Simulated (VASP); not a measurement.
# Li2TaO3 (Fmmm) in VASP: further runs

Runs on Li2TaO3. Level: PBE. Tasks: single point, relaxation of cell and atoms.

Program: VASP 6.6.1. These are calculated values, not measurements. Logs are shortened: lines on timing, memory, paths and dates and some standing lists are left out, and cuts for length are marked.

### 1 The cell of the first run

It takes space group Fmmm (No. 69, orthorhombic). Conventional cell: a = 4.208 Å, b = 4.421 Å, c = 13.267 Å, α = 90.00°, β = 90.00°, γ = 90.00°. Li (site symmetry mm2) has 6 O at 2.10 to 2.27 Å within 2.8 Å. Within 2.8 Å of Ta (site symmetry mmm) lie 6 O at 2.10 to 2.21 Å. O (site symmetry mmm) has 4 Ta at 2.10 to 2.21 Å and 2 Li at 2.20 Å within 2.8 Å. O (site symmetry mm2) has 5 Li at 2.10 to 2.27 Å and 1 Ta at 2.16 Å within 2.8 Å.

### 2 Single point, PBE

File INCAR:

```
SYSTEM = Li2TaO3
ALGO = Normal
EDIFF = 1E-7
ENCUT = 520
GGA = PE
ISIF = 2
ISMEAR = 0
LASPH = .TRUE.
LCHARG = .FALSE.
LREAL = .FALSE.
LWAVE = .FALSE.
NBANDS = 26
NELM = 80
PREC = Accurate
SIGMA = 0.1
```

File KPOINTS:

```
k-points
0
G
  6 6 6
  0 0 0
```

File POSCAR:

```
Li2TaO3
1.0
    0.0000000000      2.2104641700      6.6334665800
    2.1040988600      0.0000000000      6.6334665800
    2.1040988600      2.2104641700      0.0000000000
Li Ta O
2 1 3
Direct
    0.3342075000      0.3342075000      0.6657925000
    0.6657925000      0.6657925000      0.3342075000
    0.0000000000      0.0000000000      0.0000000000
    0.5000000000      0.5000000000      0.5000000000
    0.8371157300      0.8371157300      0.1628842700
    0.1628842700      0.1628842700      0.8371157300
```

Potentials or basis: VASP PAW PBE potentials, release 64 (Li_sv, Ta_pv, O).

The run is started by

```sh
$ cat potpaw_PBE.64/Li_sv/POTCAR potpaw_PBE.64/Ta_pv/POTCAR potpaw_PBE.64/O/POTCAR > POTCAR
$ mpirun -np 1 vasp_std > vasp.out
```

OUTCAR:

```text
SYSTEM = Li2TaO3
   EDIFF = 1E-7
   ENCUT = 520
   GGA = PE
   ISIF = 2
   ISMEAR = 0
   LASPH = .TRUE.
   LREAL = .FALSE.
   NELM = 80
   PREC = Accurate

 ion  position               nearest neighbor table
   1  0.334  0.334  0.666-   5 2.10   5 2.10   4 2.20   5 2.21   5 2.21   6 2.27   3 3.04   3 3.04

   2  0.666  0.666  0.334-   6 2.10   6 2.10   4 2.20   6 2.21   6 2.21   5 2.27   3 3.04   3 3.04

   3  0.000  0.000  0.000-   4 2.10   4 2.10   5 2.16   6 2.16   4 2.21   4 2.21   2 3.04   1 3.04
                             1 3.04   2 3.04
   4  0.500  0.500  0.500-   3 2.10   3 2.10   1 2.20   2 2.20   3 2.21   3 2.21
   5  0.837  0.837  0.163-   1 2.10   1 2.10   3 2.16   1 2.21   1 2.21   2 2.27
   6  0.163  0.163  0.837-   2 2.10   2 2.10   3 2.16   2 2.21   2 2.21   1 2.27

  LATTYP: Found a face centered orthorhombic cell.
 ALAT       =     4.2081977200
 B/A-ratio  =     1.0505514793
 C/A-ratio  =     3.1526401663

  Lattice vectors:

 A1 = (   0.0000000000,   2.2104641700,   6.6334665800)
 A2 = (   2.1040988600,   0.0000000000,   6.6334665800)
 A3 = (   2.1040988600,   2.2104641700,   0.0000000000)

Analysis of symmetry for initial positions (statically):
=====================================================================
 Subroutine PRICEL returns:
 Original cell was already a primitive cell.

 Routine SETGRP: Setting up the symmetry group for a
 face centered orthorhombic supercell.

 Subroutine GETGRP returns: Found  8 space group operations
 (whereof  8 operations were pure point group operations)
 out of a pool of  8 trial point group operations.

The static configuration has the point symmetry D_2h.

Analysis of symmetry for dynamics (positions and initial velocities):
=====================================================================
 Subroutine PRICEL returns:
 Original cell was already a primitive cell.

 Routine SETGRP: Setting up the symmetry group for a
 face centered orthorhombic supercell.

 Subroutine GETGRP returns: Found  8 space group operations
 (whereof  8 operations were pure point group operations)
 out of a pool of  8 trial point group operations.

The dynamic configuration has the point symmetry D_2h.

 Subroutine INISYM returns: Found  8 space group operations
 (whereof  8 operations are pure point group operations),
 and found     1 'primitive' translations

[... 100 lines left out ...]
   ENCUT  =  520.0 eV  38.22 Ry    6.18 a.u.  13.00 12.94  5.67*2*pi/ulx,y,z
   NELM   =     80;   NELMIN=  2; NELMDL= -5     # of ELM steps
   EDIFF  = 0.1E-06   stopping-criterion for ELM
   LREAL  =      F    real-space projection
   EDIFFG = 0.1E-05   stopping-criterion for IOM
   NSW    =      0    number of steps for IOM
   IBRION =     -1    ionic relax: 0-MD 1-quasi-New 2-CG
   NFREE  =      0    steps in history (QN), initial steepest desc. (CG)
   ISIF   =      2    stress and relaxation
   ISYM   =      2    0-nonsym 1-usesym 2-fastsym
   POTIM  = 0.5000    time-step for ionic-motion
   TEBEG  =    0.0;   TEEND  =   0.0 temperature during run
   PSTRESS=    0.0 pullay stress
   NELECT =      35.0000    total number of electrons
   NUPDOWN=      -1.0000    fix difference up-down
   EMIN   =  10.00;   EMAX   =-10.00  energy-range for DOS
   EFERMI =   0.00;   METHOD = LEGACY
   ISMEAR =     0;   SIGMA  =   0.10  broadening in eV -4-tet -1-fermi 0-gaus
   EFERMI_NEDOS =   21; number of points for ismear=-14 and -15
   IALGO  =     38    algorithm
   IMIX   =      4    mixing-type and parameters
     AMIX     =   0.40;   BMIX     =  1.00
     AMIX_MAG =   1.60;   BMIX_MAG =  1.00
  volume/ion in A,a.u.               =      10.28        69.40
  Fermi-wavevector in a.u.,A,eV,Ry     =   1.355161  2.560882 24.986562  1.836460
  Thomas-Fermi vector in A             =   2.482272
   LORBIT       =      0    0 simple, 1 ext, 2 COOP (PROOUT), +10 PAW based schemes
   GGA     = PE    functional components
   LHFCALC =     F    Hartree Fock is set to
   AEXX    =    0.0000 exact exchange contribution
   IVDW    =     0    specifies the selected vdW correction
   LEPSILON=     F    determine dielectric tensor
   LRPA    =     F    only Hartree local field effects (RPA)
 non-spin polarized calculation
 Gauss-broadening in eV      SIGMA  =   0.10
  energy-cutoff  :      520.00
  volume of cell :       61.70
 maximum number of plane-waves:      1684
 NGX is ok and might be reduce to    54
   NGX = 25   NGY = 25   NGZ = 11

 number of electron      34.9999997 magnetization

 Free energy of the ion-electron system (eV)
  ---------------------------------------------------
  ext. energy  EPLUGINS =         0.00000000
  ---------------------------------------------------
  free energy    TOTEN  =       -42.66257727 eV

  energy without entropy =      -42.65327891  energy(sigma->0) =      -42.65792809

 E-fermi :   4.3003     XC(G=0): -10.7432

 val. band max:        4.2577660302   @ k =   0.5000   0.1667   0.1667
 cond. band min:       4.3148274062   @ k =  -0.1667   0.3333   0.5000
 fundamental gap:      0.0570613760
 Fermi energy:         4.3002683217

 k-point     1 :       0.0000    0.0000    0.0000
  band No.  band energies     occupation
      1     -40.4488      2.00000
      2     -40.4375      2.00000
      3     -32.2141      2.00000
      4     -32.1917      2.00000
      5     -32.1728      2.00000
      6     -17.8546      2.00000
[... 685 lines left out ...]
     25      13.7989      0.00000
     26      15.0985      0.00000

 [... further k-points ...]
[... 5 lines left out ...]
  --------------------------------------------------------------------------------------
  -------------------------------------------------------------------------------------
  Total        1.6188955     -1.5132496    -15.7031619      0.0000000      0.0000000      0.0000000
  in kB       42.0348253    -39.2917161   -407.7345648      0.0000000      0.0000000      0.0000000
  external PRESSURE =    -134.9971519 kB  Pullay stress =       0.0000000 kB

 VOLUME and BASIS-vectors are now :
 -----------------------------------------------------------------------------
  energy-cutoff  :      520.00
  volume of cell :       61.70
      direct lattice vectors                 reciprocal lattice vectors
     0.000000000  2.210464170  6.633466580    -0.237631420  0.226196835  0.075375370
     2.104098860  0.000000000  6.633466580     0.237631420 -0.226196835  0.075375370
     2.104098860  2.210464170  0.000000000     0.237631420  0.226196835 -0.075375370

 POSITION                                       TOTAL-FORCE (eV/Angst)
 -----------------------------------------------------------------------------------
      2.10410      2.21046      4.43391        -0.000000      0.000000     -1.264780
      2.10410      2.21046      8.83302        -0.000000      0.000000      1.264780
      0.00000      0.00000      0.00000         0.000000      0.000000      0.000000
      2.10410      2.21046      6.63347        -0.000000      0.000000      0.000000
      2.10410      2.21046     11.10596        -0.000000      0.000000      4.251159
      2.10410      2.21046      2.16097        -0.000000      0.000000     -4.251159
 -----------------------------------------------------------------------------------
    total drift:                                0.000000      0.000000      0.000000

  FREE ENERGIE OF THE ION-ELECTRON SYSTEM (eV)
  ---------------------------------------------------
  free  energy   TOTEN  =       -42.6625772707 eV

  energy  without entropy=      -42.6532789112  energy(sigma->0) =      -42.65792809
```

stdout:

```text
POSCAR found type information on POSCAR LiTaO
 POSCAR found :  3 types and       6 ions
 scaLAPACK will be used
 LDA part: xc-table for (Slater+PW92), standard interpolation
 POSCAR, INCAR and KPOINTS ok, starting setup
 FFT: planning ... GRIDC
 FFT: planning ... GRID_SOFT
 FFT: planning ... GRID
 WAVECAR not read
 entering main loop
```

It took 2.8 min on 1 thread of Intel Xeon 6975P-C, shared host; peak memory 0.29 GiB.

What came out:

```
Free energy   : -42.6626 eV
Largest force : 4.251 eV/Å
```

Forces in eV/Å, atoms in the order of the input:
```
Li   0.000  0.000 -1.265
Li   0.000  0.000  1.265
Ta   0.000  0.000  0.000
O    0.000  0.000  0.000
O    0.000  0.000  4.251
O    0.000  0.000 -4.251
```

Levels at points of the mesh, in eV from the Fermi level:
```tsv
k point	band 14	band 15	band 16	band 17	band 18	band 19	band 20	band 21	band 22	band 23
(0.00, 0.00, 0.00)	-2.81	-2.55	-2.08	-1.84	-1.65	0.23	1.59	1.75	1.75	3.89
(0.50, 0.00, 0.00)	-3.18	-2.60	-2.12	-1.62	1.24	1.40	2.14	5.24	5.42	5.98
(0.50, 0.50, 0.00)	-3.55	-2.50	-2.29	-2.25	-1.99	0.24	1.72	1.75	1.86	5.20
(0.50, 0.00, 0.50)	-4.12	-4.03	-3.25	-2.34	-0.31	0.03	2.72	3.45	4.46	8.64
(0.00, 0.50, 0.50)	-4.00	-3.97	-3.29	-2.48	-0.43	0.11	2.72	3.45	4.49	8.75
```

Caveat: the cutoff is under 1.25 times the usual one of these potentials, so pressure, stress and relaxed cells hold a basis-set (Pulay) error; spin-orbit coupling is left out, which moves the levels of the heavy elements; an odd number of electrons without spin polarisation forces a metal; a magnetic or distorted state may lie lower.

### 3 Relaxation of cell and atoms, PBE

File INCAR:

```
SYSTEM = Li2TaO3
  ALGO = Normal
  EDIFF = 1E-6
  EDIFFG = -0.04
  ENCUT = 600
  GGA = PE
  IBRION = 2
  ISIF = 3
  ISMEAR = 0
  LASPH = .TRUE.
  LCHARG = .FALSE.
  LREAL = .FALSE.
  LWAVE = .FALSE.
  NELM = 100
  NSW = 90
  PREC = Accurate
  SIGMA = 0.1
```

KPOINTS is that of step 2.

POSCAR is that of step 2.

Potentials or basis: VASP PAW PBE potentials, release 64 (Li_sv, Ta_pv, O).

The run is started by

```sh
$ cat potpaw_PBE.64/Li_sv/POTCAR potpaw_PBE.64/Ta_pv/POTCAR potpaw_PBE.64/O/POTCAR > POTCAR
$ mpirun -np 1 vasp_std > vasp.out
```

Run time: 15 min. Hardware: 1 thread of Intel Xeon 6975P-C, shared host; peak memory 0.33 GiB.

It converged, with:

```yaml
Free_energy: -44.1172 eV
Relaxed_volume: 9.69 Å³/atom
Relaxed_cell: a = 6.552 Å, b = 6.554 Å, c = 3.066 Å, α = 76.43°, β = 76.51°, γ = 27.06°
Space_group_after_relaxing_to_0.05_Å: I4/mmm (No. 139)
Energy_gained_by_relaxing: 241.4 meV/atom
Ionic_steps: 15
Pressure_after_relaxing: -0.4 GPa
Largest_force_after_relaxing: 0.025 eV/Å
```

Forces on the atoms (eV/Å):
```
Li   0.000  0.000 -0.001
Li   0.000  0.000  0.001
Ta   0.000  0.000  0.000
O    0.000  0.000  0.000
O    0.000  0.000  0.025
O    0.000  0.000 -0.025
```

Stress tensor (GPa, compression positive):
```
-0.20  0.00  0.00
 0.00 -0.23  0.00
 0.00  0.00 -0.63
```

The path:
```tsv
step	energy change (eV)	largest force (eV/Å)	pressure (GPa)	volume (Å³)
1	0.0000	4.2525	-13.71	61.70
2	0.8511	11.5819	47.34	53.84
3	-1.1980	1.0607	2.52	57.67
4	-1.2040	1.0481	3.65	57.51
5	-1.2051	1.0403	4.50	57.40
6	-1.3159	0.7128	-0.15	59.13
7	-1.3368	0.5068	-2.76	60.36
8	-1.4010	0.3583	-3.37	59.66
9	-1.4245	0.5105	-3.44	58.99
10	-1.4448	0.2075	1.55	57.63
11	-1.4462	0.0568	0.48	57.90
12	-1.4475	0.0679	0.30	57.99
13	-1.4483	0.0893	-0.09	58.15
14	-1.4484	0.0859	-0.03	58.12
15	-1.4485	0.0253	-0.35	58.14
```

Final structure:
```xyz
6
Lattice="0.0000 2.1648 6.1839 2.1714 0.0000 6.1839 2.1714 2.1648 0.0000" Properties=species:S:1:pos:R:3 pbc="T T T"
Li    2.1714    2.1648    3.8959
Li    2.1714    2.1648    8.4718
Ta    0.0000    0.0000    0.0000
O     2.1714    2.1648    6.1839
O     2.1714    2.1648   10.4339
O     2.1714    2.1648    1.9339
```

Levels at points of the mesh, in eV from the Fermi level:
| k point | band 15 | band 16 | band 17 | band 18 | band 19 | band 20 | band 21 |
| --- | --- | --- | --- | --- | --- | --- | --- |
| (0.00, 0.00, 0.00) | -4.26 | -3.44 | -3.39 | -3.38 | 0.39 | 0.94 | 1.89 |
| (0.50, 0.00, 0.00) | -4.16 | -4.09 | -3.38 | 1.02 | 1.58 | 2.32 | 4.83 |
| (0.50, 0.50, 0.00) | -4.35 | -4.27 | -3.86 | -3.84 | 0.41 | 0.94 | 2.12 |
| (0.50, 0.00, 0.50) | -5.51 | -4.64 | -3.90 | -0.21 | 0.50 | 2.47 | 3.26 |
| (0.00, 0.50, 0.50) | -5.51 | -4.64 | -3.89 | -0.20 | 0.49 | 2.47 | 3.26 |

Caveat: the cutoff is under 1.25 times the usual one of these potentials, so pressure, stress and relaxed cells hold a basis-set (Pulay) error; spin-orbit coupling is left out, which moves the levels of the heavy elements; an odd number of electrons without spin polarisation forces a metal; a magnetic or distorted state may lie lower.
